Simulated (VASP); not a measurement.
# Co2Bi (Fd-3m) in VASP: further runs, part 2 of 2

VASP 6.6.1. The steps go on from the part before.

## Step 3: Single point, PBE, collinear spin, ferromagnetic start

This run uses another cell than the first one, of 17.09 Å³/atom.

Contents of INCAR:

```
SYSTEM = Co2Bi
PREC     = Accurate       ! precision mode
ENCUT    = 520            ! plane-wave cutoff, eV
EDIFF    = 1E-6           ! SCF threshold, eV
ISMEAR   = 0              ! smearing method
SIGMA    = 0.1            ! smearing width, eV
LREAL    = .FALSE.        ! projectors in reciprocal space
LASPH    = .TRUE.         ! aspherical terms in the spheres
NELM     = 150            ! most SCF steps
ALGO     = Fast           ! electronic algorithm
ISIF     = 2              ! what is computed and relaxed
LWAVE    = .FALSE.        ! write WAVECAR
LCHARG   = .FALSE.        ! write CHGCAR
ISPIN    = 2              ! spin polarisation
MAGMOM   = 3 3 3 3 0 0    ! initial moments
LORBIT   = 11             ! projections on sites
LMAXMIX  = 4              ! l up to which the mixer works
GGA      = PE             ! functional
NBANDS   = 46             ! bands
```

Contents of KPOINTS:

```
regular mesh
0
G
  4 4 4
  0 0 0
```

Contents of POSCAR:

```
Co2Bi
1.0
    0.0000000000      3.7148803595      3.7148803595
    3.7148803595      0.0000000000      3.7148803595
    3.7148803595      3.7148803595      0.0000000000
Co Bi
4 2
Direct
    0.6250000000      0.6250000000      0.6250000000
    0.1250000000      0.6250000000      0.6250000000
    0.6250000000      0.6250000000      0.1250000000
    0.6250000000      0.1250000000      0.6250000000
    0.0000000000      0.0000000000      0.0000000000
    0.2500000000      0.2500000000      0.2500000000
```

Potentials or basis: VASP PAW PBE potentials, release 64 (Co, Bi_d).

Launch:

```console
$ cat potpaw_PBE.64/Co/POTCAR potpaw_PBE.64/Bi_d/POTCAR > POTCAR
$ mpirun -np 1 vasp_std > vasp.out
```

OUTCAR:

```text
SYSTEM = Co2Bi
   PREC = Accurate
   ENCUT = 520
   EDIFF = 1E-6
   ISMEAR = 0
   LREAL = .FALSE.
   LASPH = .TRUE.
   NELM = 150
   ISIF = 2
   ISPIN = 2
   LORBIT = 11
   GGA = PE

 ion  position               nearest neighbor table
   1  0.625  0.625  0.625-   2 2.63   3 2.63   4 2.63   3 2.63   4 2.63   2 2.63   6 3.08   5 3.08
                             6 3.08   5 3.08   6 3.08   5 3.08
   2  0.125  0.625  0.625-   1 2.63   3 2.63   4 2.63   1 2.63   3 2.63   4 2.63   5 3.08   6 3.08
                             5 3.08   5 3.08   6 3.08   6 3.08
   3  0.625  0.625  0.125-   1 2.63   1 2.63   2 2.63   4 2.63   4 2.63   2 2.63   6 3.08   5 3.08
                             6 3.08   5 3.08   6 3.08   5 3.08
   4  0.625  0.125  0.625-   1 2.63   3 2.63   1 2.63   2 2.63   3 2.63   2 2.63   5 3.08   6 3.08
                             5 3.08   6 3.08   6 3.08   5 3.08
   5  0.000  0.000  0.000-   1 3.08   3 3.08   4 3.08   1 3.08   2 3.08   3 3.08   1 3.08   2 3.08
                             4 3.08   2 3.08   3 3.08   4 3.08   6 3.22   6 3.22   6 3.22   6 3.22
   6  0.250  0.250  0.250-   2 3.08   3 3.08   4 3.08   1 3.08   2 3.08   4 3.08   1 3.08   2 3.08
                             3 3.08   1 3.08   3 3.08   4 3.08   5 3.22   5 3.22   5 3.22   5 3.22

  LATTYP: Found a face centered cubic cell.
 ALAT       =     7.4297607190

  Lattice vectors:

 A1 = (   0.0000000000,   3.7148803595,   3.7148803595)
 A2 = (   3.7148803595,   0.0000000000,   3.7148803595)
 A3 = (   3.7148803595,   3.7148803595,   0.0000000000)

Analysis of symmetry for initial positions (statically):
=====================================================================
 Subroutine PRICEL returns:
 Original cell was already a primitive cell.

 Routine SETGRP: Setting up the symmetry group for a
 face centered cubic supercell.

 Subroutine GETGRP returns: Found 48 space group operations
 (whereof 24 operations were pure point group operations)
 out of a pool of 48 trial point group operations.

The static configuration has the point symmetry T_d .
 The point group associated with its full space group is O_h .

Analysis of symmetry for dynamics (positions and initial velocities):
=====================================================================
 Subroutine PRICEL returns:
 Original cell was already a primitive cell.

 Routine SETGRP: Setting up the symmetry group for a
 face centered cubic supercell.

 Subroutine GETGRP returns: Found 48 space group operations
 (whereof 24 operations were pure point group operations)
 out of a pool of 48 trial point group operations.

The dynamic configuration has the point symmetry T_d .
 The point group associated with its full space group is O_h .

Analysis of structural, dynamic, and magnetic symmetry:
=====================================================================
 Subroutine PRICEL returns:
 Original cell was already a primitive cell.

 Routine SETGRP: Setting up the symmetry group for a
 face centered cubic supercell.

 Subroutine GETGRP returns: Found 48 space group operations
 (whereof 24 operations were pure point group operations)
 out of a pool of 48 trial point group operations.

The overall configuration has the point symmetry T_d .
 The point group associated with its full space group is O_h .

 Subroutine INISYM returns: Found 48 space group operations
[... 94 lines left out ...]
   ISIF   =      2    stress and relaxation
   ISYM   =      2    0-nonsym 1-usesym 2-fastsym
   POTIM  = 0.5000    time-step for ionic-motion
   TEBEG  =    0.0;   TEEND  =   0.0 temperature during run
   PSTRESS=    0.0 pullay stress
   NELECT =      66.0000    total number of electrons
   NUPDOWN=      -1.0000    fix difference up-down
   EMIN   =  10.00;   EMAX   =-10.00  energy-range for DOS
   EFERMI =   0.00;   METHOD = LEGACY
   ISMEAR =     0;   SIGMA  =   0.10  broadening in eV -4-tet -1-fermi 0-gaus
   EFERMI_NEDOS =   21; number of points for ismear=-14 and -15
   IALGO  =     68    algorithm
   IMIX   =      4    mixing-type and parameters
     AMIX     =   0.40;   BMIX     =  1.00
     AMIX_MAG =   1.60;   BMIX_MAG =  1.00
  volume/ion in A,a.u.               =      17.09       115.32
  Fermi-wavevector in a.u.,A,eV,Ry     =   1.413518  2.671162 27.184887  1.998033
  Thomas-Fermi vector in A             =   2.535155
   LORBIT       =     11    0 simple, 1 ext, 2 COOP (PROOUT), +10 PAW based schemes
   GGA     = PE    functional components
   LHFCALC =     F    Hartree Fock is set to
   AEXX    =    0.0000 exact exchange contribution
   IVDW    =     0    specifies the selected vdW correction
   LEPSILON=     F    determine dielectric tensor
   LRPA    =     F    only Hartree local field effects (RPA)
 spin polarized calculation
 RMM-DIIS sequential band-by-band and
 Gauss-broadening in eV      SIGMA  =   0.10
  energy-cutoff  :      520.00
  volume of cell :      102.53
 maximum number of plane-waves:      2788
   NGX = 19   NGY = 19   NGZ = 19

 number of electron      66.0000000 magnetization      12.0000000

 number of electron      66.0000016 magnetization       6.0174907

 Free energy of the ion-electron system (eV)
  ---------------------------------------------------
  ext. energy  EPLUGINS =         0.00000000
  ---------------------------------------------------
  free energy    TOTEN  =       -33.02779156 eV

  energy without entropy =      -32.95865576  energy(sigma->0) =      -32.99322366

 E-fermi :   9.4557     XC(G=0): -11.8722

 val. band max:        9.4526538958   @ k =   0.5000   0.0000   0.0000
 cond. band min:       9.4572015648   @ k =   0.2500   0.2500   0.0000
 fundamental gap:      0.0045476689
 Fermi energy:         9.4556923365

 spin component 1

 k-point     1 :       0.0000    0.0000    0.0000
  band No.  band energies     occupation
      1     -13.7109      1.00000
      2     -13.7109      1.00000
      3     -13.7109      1.00000
      4     -13.6754      1.00000
      5     -13.6754      1.00000
      6     -13.5343      1.00000
[... 373 lines left out ...]
     44      15.4027      0.00000
     45      16.3137      0.00000
 Fermi energy:         9.4556923365

 spin component 2

 k-point     1 :       0.0000    0.0000    0.0000
  band No.  band energies     occupation
      1     -13.7164      1.00000
      2     -13.7164      1.00000
      3     -13.7164      1.00000
      4     -13.6835      1.00000
      5     -13.6835      1.00000
      6     -13.5413      1.00000
[... 373 lines left out ...]
     44      15.6483      0.00000
     45      16.6065      0.00000
 [bands above 45 left out]

------------------------ aborting loop because EDIFF is reached ----------------------------------------

  FORCE on cell =-STRESS in cart. coord.  units (eV):
  Direction    XX          YY          ZZ          XY          YZ          ZX
  --------------------------------------------------------------------------------------
  -------------------------------------------------------------------------------------
  Total       -3.6805300     -3.6805300     -3.6805300      0.0000000     -0.0000000      0.0000000
  in kB      -57.5117325    -57.5117325    -57.5117325      0.0000000     -0.0000000      0.0000000
  external PRESSURE =     -57.5117325 kB  Pullay stress =       0.0000000 kB

 VOLUME and BASIS-vectors are now :
 -----------------------------------------------------------------------------
  energy-cutoff  :      520.00
  volume of cell :      102.53
      direct lattice vectors                 reciprocal lattice vectors
     0.000000000  3.714880359  3.714880359    -0.134593837  0.134593837  0.134593837
     3.714880359  0.000000000  3.714880359     0.134593837 -0.134593837  0.134593837
     3.714880359  3.714880359  0.000000000     0.134593837  0.134593837 -0.134593837

 POSITION                                       TOTAL-FORCE (eV/Angst)
 -----------------------------------------------------------------------------------
      4.64360      4.64360      4.64360        -0.000000      0.000000     -0.000000
      4.64360      2.78616      2.78616        -0.000000      0.000000     -0.000000
      2.78616      2.78616      4.64360        -0.000000      0.000000     -0.000000
      2.78616      4.64360      2.78616        -0.000000      0.000000     -0.000000
      0.00000      0.00000      0.00000         0.000000      0.000000      0.000000
      1.85744      1.85744      1.85744        -0.000000     -0.000000     -0.000000
 -----------------------------------------------------------------------------------
    total drift:                                0.000000     -0.000000      0.000000

  FREE ENERGIE OF THE ION-ELECTRON SYSTEM (eV)
  ---------------------------------------------------
  free  energy   TOTEN  =       -33.0277915583 eV

  energy  without entropy=      -32.9586557617  energy(sigma->0) =      -32.99322366

 total charge

# of ion       s       p       d       tot
------------------------------------------
    1        0.398   0.330   7.255   7.984
    2        0.398   0.330   7.255   7.984
    3        0.398   0.330   7.255   7.984
    4        0.398   0.330   7.255   7.984
    5        1.547   1.273   9.968  12.788
    6        1.547   1.273   9.968  12.788
--------------------------------------------------
tot          4.685   3.868  48.958  57.511

 magnetization (x)

# of ion       s       p       d       tot
------------------------------------------
    1        0.001  -0.014   1.582   1.569
    2        0.001  -0.014   1.582   1.569
    3        0.001  -0.014   1.582   1.569
    4        0.001  -0.014   1.582   1.569
    5        0.012  -0.035  -0.011  -0.034
    6        0.012  -0.035  -0.011  -0.034
--------------------------------------------------
tot          0.028  -0.124   6.305   6.209
```

Wall time 3.8 min (1 thread of Intel Xeon 8259CL, shared host); peak memory 0.3 GiB.

Results:

| Item | Value |
| --- | --- |
| Free energy | -33.0278 eV |
| Pressure | -5.8 GPa |
| Band gap on the k mesh | zero (filled and empty bands overlap) |
| Net moment | 6.02 μB per cell |
| Site moments | Co +1.57; Bi -0.03 μB |
| Valence electrons inside the program's atomic spheres | Co 7.98; Bi 12.79 |

Caveat: the k points lie up to 0.37 Å⁻¹ apart; spin-orbit coupling is left out, which moves the levels of the heavy elements.

## Step 4: Relaxation of cell and atoms, PBE, collinear spin, ferromagnetic start

This run uses another cell than the first one, of 17.09 Å³/atom.

Contents of INCAR:

```
ALGO = Normal ; EDIFF = 1E-7
EDIFFG = -0.04 ; ENCUT = 600
GGA = PE ; IBRION = 2
ISIF = 3 ; ISMEAR = 0
ISPIN = 2 ; LASPH = True
LCHARG = False ; LMAXMIX = 4
LORBIT = 11 ; LREAL = False
LWAVE = False ; MAGMOM = 1.76 1.76 1.76 1.76 0 0
NELM = 150 ; NSW = 90
PREC = Accurate ; SIGMA = 0.1
```

Contents of KPOINTS:

```
k-points
0
Gamma
  4 4 4
```

POSCAR is that of step 3.

Launch:

```console
$ cat potpaw_PBE.64/Co/POTCAR potpaw_PBE.64/Bi_d/POTCAR > POTCAR
$ mpirun -np 1 vasp_std > vasp.out
```

Wall time 12 min (1 thread of Intel Xeon 8259CL, shared host); peak memory 0.35 GiB.

Results (log left out):

```yaml
Free_energy: -33.1335 eV
Relaxed_volume: 16.15 Å³/atom
Relaxed_cell: a = 5.155 Å, b = 5.155 Å, c = 5.155 Å, α = 60.00°, β = 60.00°, γ = 60.00°
Space_group_after_relaxing_to_0.1_Å: Fd-3m (No. 227)
Energy_gained_by_relaxing: 17.8 meV/atom
Ionic_steps: 3
Pressure_after_relaxing: 0.0 GPa
Band_gap_on_the_k_mesh: zero (filled and empty bands overlap)
Net_moment: 6.00 μB per cell
Site_moments: Co +1.54; Bi -0.02 μB
Valence_electrons_inside_the_program's_atomic_spheres: Co 8.06; Bi 12.84
```

The path:
```csv
step,energy change (eV),largest force (eV/Å),pressure (GPa),volume (Å³)
1,0.0000,0.0000,-5.72,102.53
2,-0.0679,0.0000,4.07,93.74
3,-0.1067,0.0000,0.00,96.88
```

Final structure:
```
Co Bi
1.0
     0.00000    3.64537    3.64537
     3.64537    0.00000    3.64537
     3.64537    3.64537    0.00000
Co Bi
4 2
Direct
  0.62500 0.62500 0.62500
  0.12500 0.62500 0.62500
  0.62500 0.62500 0.12500
  0.62500 0.12500 0.62500
  0.00000 0.00000 0.00000
  0.25000 0.25000 0.25000
```

Levels at points of the mesh, in eV from the Fermi level:
Spin up:
| k point | band 32 | band 33 | band 34 | band 35 | band 36 | band 37 | band 38 | band 39 | band 40 | band 41 |
| --- | --- | --- | --- | --- | --- | --- | --- | --- | --- | --- |
| (0.00, 0.00, 0.00) | -1.54 | -0.91 | -0.60 | -0.60 | -0.60 | 0.41 | 0.41 | 0.41 | 0.94 | 2.71 |
| (0.50, 0.00, 0.00) | -1.54 | -1.14 | -1.14 | -0.85 | -0.60 | 1.01 | 1.01 | 1.61 | 3.50 | 5.11 |
| (0.50, 0.50, 0.00) | -1.57 | -1.50 | -1.50 | -0.63 | -0.63 | 2.62 | 2.62 | 3.99 | 3.99 | 5.64 |
Spin down:
```tsv
k point	band 28	band 29	band 30	band 31	band 32	band 33
(0.00, 0.00, 0.00)	0.01	0.01	0.01	0.01	0.21	0.21
(0.50, 0.00, 0.00)	-0.05	-0.01	-0.01	0.01	0.20	0.20
(0.50, 0.50, 0.00)	-0.57	-0.28	-0.28	0.03	0.03	0.23
```

Caveat: the k points lie up to 0.37 Å⁻¹ apart in the final cell; spin-orbit coupling is left out, which moves the levels of the heavy elements.

## Step 5: Overview

| task | cell | cutoff (eV) | gap on the mesh (eV) | pressure (GPa) | moment (μB) |
| --- | --- | --- | --- | --- | --- |
| single point | a = 5.160 Å, angles 60.0°, 6 atoms | 520 | none | -0.3 | 6.00 |
| single point | a = 5.254 Å, angles 60.0°, 6 atoms | 520 | none | -5.8 | 6.02 |
| relaxation of cell and atoms | relaxed from a = 5.254 Å, angles 60.0°, 6 atoms | 600 | none | 0.0 | 6.00 |

Alike in all rows: level PBE; potentials or basis VASP PAW PBE potentials, release 64 (Co, Bi_d); spin collinear, ferromagnetic start; k mesh 4 × 4 × 4; smearing gaussian 0.1 eV.

Caveats: all runs use coarse meshes; spin-orbit coupling is left out, which moves the levels of the heavy elements.

Absolute energies hang on the potentials; compare differences alone.
